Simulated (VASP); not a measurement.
# BN (P1) in VASP: further runs, part 2 of 2

VASP 6.6.1. Earlier steps stand in the parts before.

## (5) Single point, PBE (mode 4 frozen in at -0.017 Å and mode 5 at -0.068 Å (largest displacements))

INCAR reads:

```
  PREC = Accurate
  ENCUT = 520
  EDIFF = 1E-7
  ISMEAR = 0
  SIGMA = 0.05
  LREAL = F
  LASPH = T
  NELM = 60
  ALGO = Normal
  ISIF = 2
  LWAVE = F
  LCHARG = F
  GGA = PE
  NBANDS = 16
```

KPOINTS reads:

```
Automatic mesh
0
Gamma
  6 6 6
```

POSCAR reads:

```
BN
1.0
    0.0000000000     -1.8123937734     -1.8123937734
   -1.8123937734      0.0000000000     -1.8123937734
    1.8123937734      1.8123937734     -3.6247875468
B N
2 2
Direct
    0.0276440900     -0.0019502810      0.0000000000
    0.4723559100      0.5019502810      0.5000000000
    0.4032900030      0.3730041500      0.8750000000
    0.8467099970      0.8769958500      0.3750000000
```

Potentials or basis: VASP PAW PBE potentials, release 64 (B, N).

Started as:

```
> cat potpaw_PBE.64/B/POTCAR potpaw_PBE.64/N/POTCAR > POTCAR
> mpirun -np 1 vasp_std > vasp.out
```

OUTCAR:

```text
PREC = Accurate
   ENCUT = 520
   EDIFF = 1E-7
   ISMEAR = 0
   LREAL = F
   LASPH = T
   NELM = 60
   ISIF = 2
   GGA = PE

 ion  position               nearest neighbor table
   1  0.028  0.998  0.000-   3 1.57   3 1.57   3 1.57   4 1.58
   2  0.472  0.502  0.500-   4 1.57   4 1.57   4 1.57   3 1.58
   3  0.403  0.373  0.875-   1 1.57   1 1.57   1 1.57   2 1.58
   4  0.847  0.877  0.375-   2 1.57   2 1.57   2 1.57   1 1.58

  LATTYP: Found a trigonal (rhomboedric) cell.
 ALAT       =     4.4394399578
 COS(alpha) =     0.8333333333

  Lattice vectors:

 A1 = (   1.8123937734,   3.6247875468,  -1.8123937734)
 A2 = (   3.6247875468,   1.8123937734,  -1.8123937734)
 A3 = (   1.8123937734,   1.8123937734,  -3.6247875468)

Analysis of symmetry for initial positions (statically):
=====================================================================
 Subroutine PRICEL returns:
 Original cell was already a primitive cell.

 Routine SETGRP: Setting up the symmetry group for a
 trigonal (rhombohedral) supercell.

 Subroutine GETGRP returns: Found  1 space group operations
 (whereof  1 operations were pure point group operations)
 out of a pool of 12 trial point group operations.

The static configuration has the point symmetry C_1 .

Analysis of symmetry for dynamics (positions and initial velocities):
=====================================================================
 Subroutine PRICEL returns:
 Original cell was already a primitive cell.

 Routine SETGRP: Setting up the symmetry group for a
 trigonal (rhombohedral) supercell.

 Subroutine GETGRP returns: Found  1 space group operations
 (whereof  1 operations were pure point group operations)
 out of a pool of 12 trial point group operations.

The dynamic configuration has the point symmetry C_1 .

 Subroutine INISYM returns: Found  1 space group operations
 (whereof  1 operations are pure point group operations),
 and found     1 'primitive' translations

[... 112 lines left out ...]
   EFERMI =   0.00;   METHOD = LEGACY
   ISMEAR =     0;   SIGMA  =   0.05  broadening in eV -4-tet -1-fermi 0-gaus
   EFERMI_NEDOS =   21; number of points for ismear=-14 and -15
   IALGO  =     38    algorithm
   IMIX   =      4    mixing-type and parameters
     AMIX     =   0.40;   BMIX     =  1.00
     AMIX_MAG =   1.60;   BMIX_MAG =  1.00
  volume/ion in A,a.u.               =       5.95        40.17
  Fermi-wavevector in a.u.,A,eV,Ry     =   1.433867  2.709616 27.973240  2.055975
  Thomas-Fermi vector in A             =   2.553338
   LORBIT       =      0    0 simple, 1 ext, 2 COOP (PROOUT), +10 PAW based schemes
   GGA     = PE    functional components
   LHFCALC =     F    Hartree Fock is set to
   AEXX    =    0.0000 exact exchange contribution
   IVDW    =     0    specifies the selected vdW correction
   LEPSILON=     F    determine dielectric tensor
   LRPA    =     F    only Hartree local field effects (RPA)
 non-spin polarized calculation
 Gauss-broadening in eV      SIGMA  =   0.05
  energy-cutoff  :      520.00
  volume of cell :       23.81
 maximum number of plane-waves:       663
   NGX =  9   NGY =  9   NGZ = 17

 number of electron      16.0000001 magnetization

 Free energy of the ion-electron system (eV)
  ---------------------------------------------------
  ext. energy  EPLUGINS =         0.00000000
  ---------------------------------------------------
  free energy    TOTEN  =       -34.79581277 eV

  energy without entropy =      -34.79581277  energy(sigma->0) =      -34.79581277

 E-fermi :   7.6912     XC(G=0): -12.7874

 val. band max:        7.3705098184   @ k =   0.0000   0.0000   0.0000
 cond. band min:      11.7338268628   @ k =   0.5000   0.0000   0.5000
 fundamental gap:      4.3633170444
 Fermi energy:         7.6911951434

 k-point     1 :       0.0000    0.0000    0.0000
  band No.  band energies     occupation
      1     -12.8296      2.00000
      2      -8.6430      2.00000
      3      -3.2945      2.00000
      4       5.4035      2.00000
      5       5.4200      2.00000
      6       7.2483      2.00000
[... 433 lines left out ...]
      3      -1.6085      2.00000
      4      -0.1193      2.00000
      5       1.2771      2.00000
      6       1.9371      2.00000
[... 8 lines left out ...]
     15      22.6802      0.00000
     16      23.6006      0.00000

 [... further k-points ...]
[... 5 lines left out ...]
  --------------------------------------------------------------------------------------
  -------------------------------------------------------------------------------------
  Total        0.1745921     -0.0919696     -0.0556438      0.0313200     -0.0738972     -0.0244387
  in kB       11.7467436     -6.1878108     -3.7437736      2.1072451     -4.9718795     -1.6442614
  external PRESSURE =       0.6050531 kB  Pullay stress =       0.0000000 kB

 VOLUME and BASIS-vectors are now :
 -----------------------------------------------------------------------------
  energy-cutoff  :      520.00
  volume of cell :       23.81
      direct lattice vectors                 reciprocal lattice vectors
     0.000000000 -1.812393773 -1.812393773     0.137939119 -0.413817356 -0.137939119
    -1.812393773  0.000000000 -1.812393773    -0.413817356  0.137939119 -0.137939119
     1.812393773  1.812393773 -3.624787547     0.137939119  0.137939119 -0.137939119

 POSITION                                       TOTAL-FORCE (eV/Angst)
 -----------------------------------------------------------------------------------
     -1.80886     -0.05010     -1.85896        -0.024961      0.457220      0.429509
     -0.00353      0.05010     -3.57822         0.040198     -0.463266     -0.426415
      0.90981      0.85492     -4.57864        -0.051513      0.619786      0.572353
     -0.90981     -0.85492     -4.48333         0.036275     -0.613740     -0.575447
 -----------------------------------------------------------------------------------
    total drift:                               -0.000045     -0.000038     -0.000001

  FREE ENERGIE OF THE ION-ELECTRON SYSTEM (eV)
  ---------------------------------------------------
  free  energy   TOTEN  =       -34.7958127671 eV

  energy  without entropy=      -34.7958127671  energy(sigma->0) =      -34.79581277
```

It took 25 s on 1 thread of Intel Xeon Platinum 8488C (Sapphire Rapids), shared host; peak memory 0.15 GiB.

What came out:

* Free energy: -34.7958 eV
* Pressure: 0.1 GPa
* Largest force: 0.845 eV/Å
* Band gap on the k mesh: 4.36 eV

Forces on the atoms (eV/Å):
```
B   -0.025  0.457  0.430
B    0.040 -0.463 -0.426
N   -0.052  0.620  0.572
N    0.036 -0.614 -0.575
```

Stress tensor (GPa, compression positive):
```
 1.17  0.21 -0.16
 0.21 -0.62 -0.50
-0.16 -0.50 -0.37
```

Levels at points of the mesh, in eV from the valence-band top:
| k point | band 6 | band 7 | band 8 | band 9 | band 10 | band 11 |
| --- | --- | --- | --- | --- | --- | --- |
| (0.00, 0.00, 0.00) | -0.12 | -0.08 | 0.00 | 8.57 | 8.69 | 8.75 |
| (0.50, 0.00, 0.00) | -4.90 | -3.69 | -3.66 | 7.28 | 7.53 | 12.11 |
| (0.00, 0.50, 0.00) | -5.17 | -3.63 | -3.63 | 7.42 | 7.44 | 12.56 |
| (0.50, 0.50, 0.50) | -4.92 | -3.68 | -3.65 | 7.29 | 7.52 | 12.13 |
| (0.50, 0.50, 0.00) | -4.90 | -2.02 | -1.94 | 4.37 | 9.01 | 9.91 |
| (0.00, 0.50, 0.50) | -4.87 | -2.07 | -1.91 | 4.40 | 9.20 | 9.85 |
| (0.50, 0.00, 0.50) | -4.89 | -2.01 | -1.94 | 4.36 | 8.98 | 9.91 |
| (0.00, 0.00, 0.50) | -1.30 | -1.04 | -1.04 | 9.13 | 9.16 | 10.01 |

Caveat: the k points lie up to 0.48 Å⁻¹ apart; the cell differs from its parent crystal (mode 4 frozen in at -0.017 Å and mode 5 at -0.068 Å (largest displacements)).
